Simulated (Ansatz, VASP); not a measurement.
**One calculation of C, two programs**

```
CELL_PARAMETERS angstrom
0.00000 2.13508 4.00641
1.23405 0.00000 4.00641
1.23405 2.13508 0.00000
ATOMIC_POSITIONS crystal
C 0.66666 0.33334 0.66666
C 0.33334 0.66666 0.33334
```

Alike in both runs: task relaxation of cell and atoms; functional PBE; k mesh 14 × 14 × 14; occupations gaussian, width 0.02 eV; no spin polarisation.

|  | VASP | Ansatz |
| --- | --- | --- |
| version | VASP 6.6.1 | Ansatz 0.2.0 |
| potentials or method | VASP PAW PBE potentials, release 64 (C), cutoff 600 eV | scalar-relativistic, plane waves, PAW |
| valence electrons in the cell | 8 | 8 |

Ansatz gave:

* gap on the k mesh at the Fermi level, each at its own relaxed structure (eV): 1.04
* relaxed volume (Å³/atom): 11.35
* relaxed cell length with the largest relative difference (Å): 4.482

What did VASP give for the same quantities?

gap on the k mesh at the Fermi level, each at its own relaxed structure (eV): 0.92; relaxed volume (Å³/atom): 10.56; relaxed cell length with the largest relative difference (Å): 4.192.

One of these differences is far larger than is usual between the two programs; its cause wasn't traced.
